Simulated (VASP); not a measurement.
# BaTiO3 (P4/mmm) in VASP: notebook

BaTiO3 is run at these levels: PBEsol; tasks: electric field gradients.

Program: VASP 6.6.1. These are calculated values, not measurements. Logs are shortened: lines on timing, memory, paths and dates and some standing lists are left out, and cuts for length are marked.

**1. The cell of the first run**

Symmetry: P4/mmm, No. 123, tetragonal system. Conventional cell: a = 3.960 Å, b = 3.960 Å, c = 4.018 Å, α = 90.00°, β = 90.00°, γ = 90.00°. Within 3.7 Å of Ba (site symmetry 4/mmm) lie 12 O at 2.80 to 2.82 Å and 8 Ti at 3.45 Å. Within 2.6 Å of Ti (site symmetry 4/mmm) lie 6 O at 1.98 to 2.01 Å. Within 2.9 Å of O (site symmetry 4/mmm) lie 2 Ti at 2.01 Å and 4 Ba at 2.80 Å and 8 O at 2.82 Å. Within 2.6 Å of O (site symmetry mmm) lie 2 Ti at 1.98 Å.

**2. Electric field gradients, PBEsol (equal xx and yy strain of -1 %)**

INCAR

```
SYSTEM = BaTiO3
  PREC = Accurate
  ENCUT = 520
  EDIFF = 1E-8
  ISMEAR = -1
  SIGMA = 0.03
  LREAL = .False.
  LASPH = .True.
  NELM = 60
  ALGO = Normal
  ISIF = 2
  LWAVE = .False.
  LCHARG = .False.
  GGA = PS
  LEFG = .True.
  NBANDS = 28
```

KPOINTS

```
regular mesh
0
Gamma
  7 7 7
  0 0 0
```

POSCAR

```
BaTiO3
1.0
    3.9598020000      0.0000000000      0.0000000000
    0.0000000000      3.9598020000      0.0000000000
    0.0000000000      0.0000000000      4.0180000000
Ba Ti O
1 1 3
Direct
    0.0000000000      0.0000000000      0.0000000000
    0.5000000000      0.5000000000      0.5000000000
    0.5000000000      0.5000000000      0.0000000000
    0.5000000000      0.0000000000      0.5000000000
    0.0000000000      0.5000000000      0.5000000000
```

Potentials or basis: VASP PAW PBE potentials, release 64 (Ba_sv, Ti_sv, O).

Run with:

```console
$ cat potpaw_PBE.64/Ba_sv/POTCAR potpaw_PBE.64/Ti_sv/POTCAR potpaw_PBE.64/O/POTCAR > POTCAR
$ mpirun -np 1 vasp_std > vasp.out
```

OUTCAR:

```text
SYSTEM = BaTiO3
   PREC = Accurate
   ENCUT = 520
   EDIFF = 1E-8
   ISMEAR = -1
   LREAL = .False.
   LASPH = .True.
   NELM = 60
   ISIF = 2
   GGA = PS

 ion  position               nearest neighbor table
   1  0.000  0.000  0.000-   3 2.80   3 2.80   3 2.80   3 2.80   5 2.82   4 2.82   5 2.82   5 2.82
                             5 2.82   4 2.82   4 2.82   4 2.82   2 3.45   2 3.45   2 3.45   2 3.45
   2  0.500  0.500  0.500-   4 1.98   5 1.98   4 1.98   5 1.98   3 2.01   3 2.01   1 3.45   1 3.45
                             1 3.45   1 3.45   1 3.45   1 3.45   1 3.45   1 3.45
   3  0.500  0.500  0.000-   2 2.01   2 2.01   1 2.80   1 2.80   1 2.80   1 2.80
   4  0.500  0.000  0.500-   2 1.98   2 1.98   1 2.82   1 2.82   1 2.82   1 2.82
   5  0.000  0.500  0.500-   2 1.98   2 1.98   1 2.82   1 2.82   1 2.82   1 2.82

  LATTYP: Found a simple tetragonal cell.
 ALAT       =     3.9598020000
 C/A-ratio  =     1.0146971995

  Lattice vectors:

 A1 = (   3.9598020000,   0.0000000000,   0.0000000000)
 A2 = (   0.0000000000,   3.9598020000,   0.0000000000)
 A3 = (   0.0000000000,   0.0000000000,   4.0180000000)

Analysis of symmetry for initial positions (statically):
=====================================================================
 Subroutine PRICEL returns:
 Original cell was already a primitive cell.

 Routine SETGRP: Setting up the symmetry group for a
 simple tetragonal supercell.

 Subroutine GETGRP returns: Found 16 space group operations
 (whereof 16 operations were pure point group operations)
 out of a pool of 16 trial point group operations.

The static configuration has the point symmetry D_4h.

Analysis of symmetry for dynamics (positions and initial velocities):
=====================================================================
 Subroutine PRICEL returns:
 Original cell was already a primitive cell.

 Routine SETGRP: Setting up the symmetry group for a
 simple tetragonal supercell.

 Subroutine GETGRP returns: Found 16 space group operations
 (whereof 16 operations were pure point group operations)
 out of a pool of 16 trial point group operations.

The dynamic configuration has the point symmetry D_4h.

 Subroutine INISYM returns: Found 16 space group operations
 (whereof 16 operations are pure point group operations),
 and found     1 'primitive' translations

----------------------------------------------------------------------------------------

                                     Primitive cell

  volume of cell :      63.0024

  direct lattice vectors                    reciprocal lattice vectors
     3.959802000  0.000000000  0.000000000     0.252537879  0.000000000  0.000000000
     0.000000000  3.959802000  0.000000000     0.000000000  0.252537879  0.000000000
     0.000000000  0.000000000  4.018000000     0.000000000  0.000000000  0.248880040

  length of vectors
     3.959802000  3.959802000  4.018000000     0.252537879  0.252537879  0.248880040

  position of ions in fractional coordinates (direct lattice)
     0.000000000  0.000000000  0.000000000
     0.500000000  0.500000000  0.500000000
     0.500000000  0.500000000  0.000000000
     0.500000000  0.000000000  0.500000000
     0.000000000  0.500000000  0.500000000

  ion indices of the primitive-cell ions
   primitive index   ion index
                 1           1
                 2           2
                 3           3
                 4           4
                 5           5

----------------------------------------------------------------------------------------

 KPOINTS: regular mesh

Automatic generation of k-mesh.
 Grid dimensions read from file:
 generate k-points for:    7    7    7

 Generating k-lattice:
[... 50 lines left out ...]
   NGX,Y,Z   is equivalent  to a cutoff of  12.60, 12.60, 12.41 a.u.
   NGXF,Y,Z  is equivalent  to a cutoff of  25.19, 25.19, 24.83 a.u.
 SYSTEM =  BaTiO3
   PREC   = accura    normal or accurate (medium, high low for compatibility)
   ISTART =      0    job   : 0-new  1-cont  2-samecut
   ICHARG =      2    charge: 1-file 2-atom 10-const
   ISPIN  =      1    spin polarized calculation?
   LNONCOLLINEAR =      F non collinear calculations
   LSORBIT =      F    spin-orbit coupling
   LASPH  =      T    aspherical Exc in radial PAW
   ENCUT  =  520.0 eV  38.22 Ry    6.18 a.u.   7.36  7.36  7.47*2*pi/ulx,y,z
   NELM   =     60;   NELMIN=  2; NELMDL= -5     # of ELM steps
   EDIFF  = 0.1E-07   stopping-criterion for ELM
   LREAL  =      F    real-space projection
   EDIFFG = 0.1E-06   stopping-criterion for IOM
   NSW    =      0    number of steps for IOM
   IBRION =     -1    ionic relax: 0-MD 1-quasi-New 2-CG
   NFREE  =      0    steps in history (QN), initial steepest desc. (CG)
   ISIF   =      2    stress and relaxation
   ISYM   =      2    0-nonsym 1-usesym 2-fastsym
   POTIM  = 0.5000    time-step for ionic-motion
   TEBEG  =    0.0;   TEEND  =   0.0 temperature during run
   PSTRESS=    0.0 pullay stress
   NELECT =      40.0000    total number of electrons
   NUPDOWN=      -1.0000    fix difference up-down
   EMIN   =  10.00;   EMAX   =-10.00  energy-range for DOS
   EFERMI =   0.00;   METHOD = LEGACY
   ISMEAR =    -1;   SIGMA  =   0.03  broadening in eV -4-tet -1-fermi 0-gaus
   EFERMI_NEDOS =   21; number of points for ismear=-14 and -15
   IALGO  =     38    algorithm
   IMIX   =      4    mixing-type and parameters
     AMIX     =   0.40;   BMIX     =  1.00
     AMIX_MAG =   1.60;   BMIX_MAG =  1.00
  volume/ion in A,a.u.               =      12.60        85.03
  Fermi-wavevector in a.u.,A,eV,Ry     =   1.407049  2.658937 26.936634  1.979787
  Thomas-Fermi vector in A             =   2.529347
   LORBIT       =      0    0 simple, 1 ext, 2 COOP (PROOUT), +10 PAW based schemes
   GGA     = PS    functional components
   LHFCALC =     F    Hartree Fock is set to
   AEXX    =    0.0000 exact exchange contribution
   IVDW    =     0    specifies the selected vdW correction
   LEPSILON=     F    determine dielectric tensor
   LRPA    =     F    only Hartree local field effects (RPA)
 non-spin polarized calculation
  energy-cutoff  :      520.00
  volume of cell :       63.00
 maximum number of plane-waves:      1743
 NGX is ok and might be reduce to    30
   NGX = 15   NGY = 15   NGZ = 15

 number of electron      39.9999981 magnetization

 Free energy of the ion-electron system (eV)
  ---------------------------------------------------
  ext. energy  EPLUGINS =         0.00000000
  ---------------------------------------------------
  free energy    TOTEN  =       -41.97517603 eV

  energy without entropy =      -41.97517603  energy(sigma->0) =      -41.97517603

 E-fermi :   4.3926     XC(G=0): -11.6106

 val. band max:        3.7675207621   @ k =   0.4286   0.4286   0.4286
 cond. band min:       5.5513762335   @ k =   0.0000   0.0000   0.0000
 fundamental gap:      1.7838554714
 Fermi energy:         4.3925573083

 k-point     1 :       0.0000    0.0000    0.0000
  band No.  band energies     occupation
      1     -52.4669      2.00000
      2     -28.8041      2.00000
      3     -28.8041      2.00000
      4     -28.7959      2.00000
      5     -20.8930      2.00000
      6     -13.0336      2.00000
[... 733 lines left out ...]
     27      12.3278      0.00000
     28      12.7728      0.00000

 [... further k-points ...]

------------------------ aborting loop because EDIFF is reached ----------------------------------------

  FORCE on cell =-STRESS in cart. coord.  units (eV):
  Direction    XX          YY          ZZ          XY          YZ          ZX
  --------------------------------------------------------------------------------------
  -------------------------------------------------------------------------------------
  Total        0.6856295      0.6856295     -0.4863573      0.0000000      0.0000000      0.0000000
  in kB       17.4358529     17.4358529    -12.3682760      0.0000000      0.0000000      0.0000000
  external PRESSURE =       7.5011433 kB  Pullay stress =       0.0000000 kB

 VOLUME and BASIS-vectors are now :
 -----------------------------------------------------------------------------
  energy-cutoff  :      520.00
  volume of cell :       63.00
      direct lattice vectors                 reciprocal lattice vectors
     3.959802000  0.000000000  0.000000000     0.252537879  0.000000000  0.000000000
     0.000000000  3.959802000  0.000000000     0.000000000  0.252537879  0.000000000
     0.000000000  0.000000000  4.018000000     0.000000000  0.000000000  0.248880040

 POSITION                                       TOTAL-FORCE (eV/Angst)
 -----------------------------------------------------------------------------------
      0.00000      0.00000      0.00000         0.000000      0.000000      0.000000
      1.97990      1.97990      2.00900         0.000000      0.000000      0.000000
      1.97990      1.97990      0.00000         0.000000      0.000000      0.000000
      1.97990      0.00000      2.00900         0.000000      0.000000      0.000000
      0.00000      1.97990      2.00900         0.000000      0.000000      0.000000
 -----------------------------------------------------------------------------------
    total drift:                                0.000000      0.000000     -0.000000

  FREE ENERGIE OF THE ION-ELECTRON SYSTEM (eV)
  ---------------------------------------------------
  free  energy   TOTEN  =       -41.9751760304 eV

  energy  without entropy=      -41.9751760303  energy(sigma->0) =      -41.97517603

 Electric field gradients (V/A^2)
---------------------------------------------------------------------
 ion       V_xx      V_yy      V_zz      V_xy      V_xz      V_yz
---------------------------------------------------------------------
   1      -1.418    -1.418     2.837     0.000    -0.000    -0.000
   2      -6.531    -6.531    13.061    -0.000     0.000    -0.000
   3     -12.949   -12.949    25.899    -0.000    -0.000    -0.000
   4     -11.899    18.910    -7.010    -0.000    -0.000    -0.000
   5      18.910   -11.899    -7.010    -0.000    -0.000    -0.000
---------------------------------------------------------------------

 Electric field gradients after diagonalization (V/A^2)
 (convention: |V_zz| > |V_xx| > |V_yy|)
----------------------------------------------------------------------
 ion       V_xx      V_yy      V_zz     asymmetry (V_yy - V_xx)/ V_zz
----------------------------------------------------------------------
   1      -1.418    -1.418     2.837       0.000
   2      -6.531    -6.531    13.061       0.000
   3     -12.949   -12.949    25.899       0.000
   4     -11.899    -7.010    18.910       0.259
   5     -11.899    -7.010    18.910       0.259
----------------------------------------------------------------------

           NMR quadrupolar parameters

 Cq : quadrupolar parameter    Cq=e*Q*V_zz/h
 eta: asymmetry parameters     (V_yy - V_xx)/ V_zz
 Q  : nuclear electric quadrupole moment in mb (millibarn)
----------------------------------------------------------------------
 ion       Cq(MHz)       eta       Q (mb)
----------------------------------------------------------------------
   1       0.007       0.000       1.000
   2       0.032       0.000       1.000
   3       0.063       0.000       1.000
   4       0.046       0.259       1.000
   5       0.046       0.259       1.000
----------------------------------------------------------------------
```

It took 1.8 min on 1 thread of AMD EPYC 7R13, shared host; peak memory 0.19 GiB.

What came out:

| Item | Value |
| --- | --- |
| Free energy | -41.9752 eV |
| Pressure | 0.8 GPa |
| Band gap on the k mesh | 1.78 eV (least direct gap 1.84 eV) |
| Largest electric field gradient by atom | Ba +2.8; Ti +13.1; O +25.9, +18.9 (each value once) V/Å² |

Stress tensor (GPa, compression positive):
```
 1.74  0.00  0.00
 0.00  1.74  0.00
 0.00  0.00 -1.24
```

Levels at points of the mesh, in eV from the valence-band top:
```tsv
k point	band 18	band 19	band 20	band 21	band 22	band 23
(0.00, 0.00, 0.00)	-0.08	-0.06	-0.06	1.78	1.78	1.81
```

Electric field gradients, principal values (V/Å²):
| atom | least | middle | greatest (by size) |
| --- | --- | --- | --- |
| 1 Ba | -1.418 | -1.418 | 2.837 |
| 2 Ti | -6.531 | -6.531 | 13.061 |
| 3 O | -12.949 | -12.949 | 25.899 |
| 4 O | -7.010 | -11.899 | 18.910 |
| 5 O | -7.010 | -11.899 | 18.910 |

Caveat: the cell differs from its parent crystal (equal xx and yy strain of -1 %); without QUAD_EFG the Cq values of the log hold for a quadrupole moment of 1 mb, not for the nuclei; the PAW data sets were made with another functional, which shifts forces and pressure a little; spin-orbit coupling is left out, which moves the levels of the heavy elements; an odd mesh through Γ misses points on the zone boundary, where band edges can lie.

[end of part 1 of 2]
